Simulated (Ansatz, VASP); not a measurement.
## One calculation of AlNi, two programs

File INCAR:

```
SYSTEM = AlNi
  PREC = Accurate
  ENCUT = 520
  EDIFF = 1E-7
  ISMEAR = -1
  SIGMA = 0.1
  LREAL = .FALSE.
  LASPH = .TRUE.
  NELM = 100
  ALGO = Normal
  ISIF = 2
  LWAVE = .FALSE.
  LCHARG = .TRUE.
  LDIPOL = .TRUE.
  IDIPOL = 3
  DIPOL = 0.5 0.5 0.500
  GGA = PE
  LELF = .TRUE.
  LVHAR = .TRUE.
  LVACPOTAV = .TRUE.
  NBANDS = 21
```

Contents of KPOINTS:

```
Automatic mesh
0
G
  13 9 1
  0 0 0
```

The input POSCAR:

```
AlNi
1.0
    2.8935740572      0.0000000000      0.0000000000
    0.0000000000      4.0921316755      0.0000000000
    0.0000000000      0.0000000000     18.0461000000
Ni Al
2 2
Direct
    0.7500000000      0.0000000000      0.4433100272
    0.7500000000      0.5000000000      0.5566899728
    0.2500000000      0.5000000000      0.4433100272
    0.2500000000      0.0000000000      0.5566899728
```

Input for Ansatz:

```yaml
crystal:
  lattice:
    - [2.8935740572, 0.0, 0.0]
    - [0.0, 4.0921316755, 0.0]
    - [0.0, 0.0, 18.0461]
  atoms:
    - { symbol: Ni, position: [0.75, 0.0, 0.4433100272] }
    - { symbol: Al, position: [0.25, 0.5, 0.4433100272] }
    - { symbol: Ni, position: [0.75, 0.5, 0.5566899728] }
    - { symbol: Al, position: [0.25, 0.0, 0.5566899728] }
kpoints:
  mp_grid: { grid: [13, 9, 1] }
scf:
  occupations: { method: fermi_dirac, width: 0.1 }
hamiltonian:
  xc: pbe
  pseudopotentials: { kind: paw }
output:
  forces: true
  stress: true
  eigenvalues: true
  populations: true
efield:
  axis: 3
  amplitude: 0
  dipole_correction: true
```

Alike in both runs: task single point; functional PBE; k mesh 13 × 9 × 1; occupations fermi-dirac, width 0.1 eV; no spin polarisation.

|  | VASP | Ansatz |
| --- | --- | --- |
| version | VASP 6.6.1 | Ansatz 0.2.0 |
| potentials or method | VASP PAW PBE potentials, release 64 (Ni, Al) | PAW with Ansatz's default frozen-core files, scalar-relativistic |
| plane-wave cutoff (eV) | 520 | 420 |
| valence electrons in the cell | 26 | 42 |

```csv
,VASP,Ansatz,Ansatz less VASP
rms of the force components (eV/Å),0.108,0.113,+0.0055
```

VASP's potentials hold 26 valence electrons a cell and Ansatz's 42, so a difference there can come from the potentials and not from the codes.
